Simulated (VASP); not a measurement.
Here is a VASP 6.6.1 calculation.

The input POSCAR:

```
Na
1.0
   -2.1410000000      2.1410000000      2.1410000000
    2.1410000000     -2.1410000000      2.1410000000
    2.1410000000      2.1410000000     -2.1410000000
Na
1
Direct
    0.0000000000      0.0000000000      0.0000000000
```

Contents of INCAR.step1:

```
SYSTEM = Na
PREC     = Accurate       ! precision mode
ENCUT    = 520            ! plane-wave cutoff, eV
ISMEAR   = 0              ! smearing method
SIGMA    = 0.1            ! smearing width, eV
LREAL    = .FALSE.        ! projectors in reciprocal space
LASPH    = .TRUE.         ! aspherical terms in the spheres
NELM     = 100            ! most SCF steps
NBANDS   = 10             ! bands
GGA      = PE             ! functional
ALGO     = Normal         ! electronic algorithm
EDIFF    = 1E-4           ! SCF threshold, eV
LWAVE    = .TRUE.         ! write WAVECAR
LCHARG   = .FALSE.        ! write CHGCAR
```

File INCAR.step2:

```
SYSTEM = Na
PREC     = Accurate       ! precision mode
ENCUT    = 520            ! plane-wave cutoff, eV
EDIFF    = 1E-6           ! SCF threshold, eV
ISMEAR   = 0              ! smearing method
SIGMA    = 0.1            ! smearing width, eV
LREAL    = .FALSE.        ! projectors in reciprocal space
LASPH    = .TRUE.         ! aspherical terms in the spheres
NELM     = 100            ! most SCF steps
ALGO     = Normal         ! electronic algorithm
ISIF     = 2              ! what is computed and relaxed
LWAVE    = .FALSE.        ! write WAVECAR
LCHARG   = .FALSE.        ! write CHGCAR
METAGGA  = R2SCAN         ! meta-GGA
LMIXTAU  = .TRUE.       
NBANDS   = 10             ! bands
ISTART   = 1
```

Contents of KPOINTS:

```
regular mesh
0
G
  6 6 6
  0 0 0
```

Potentials or basis: VASP PAW PBE potentials, release 64 (Na_pv).

Run with:

```bash
$ cat potpaw_PBE.64/Na_pv/POTCAR > POTCAR
$ cp INCAR.step1 INCAR
$ mpirun -np 1 vasp_std > vasp.out
$ cp INCAR.step2 INCAR
$ mpirun -np 1 vasp_std > vasp.out
```

Q: Estimate the pressure.

A: -0.2 GPa.

Q: Estimate the band gap on the k mesh.

A: Zero (an odd number of electrons rules out a gap without spin polarisation).

Caveat: the PAW data sets were made with another functional, which shifts forces and pressure a little.
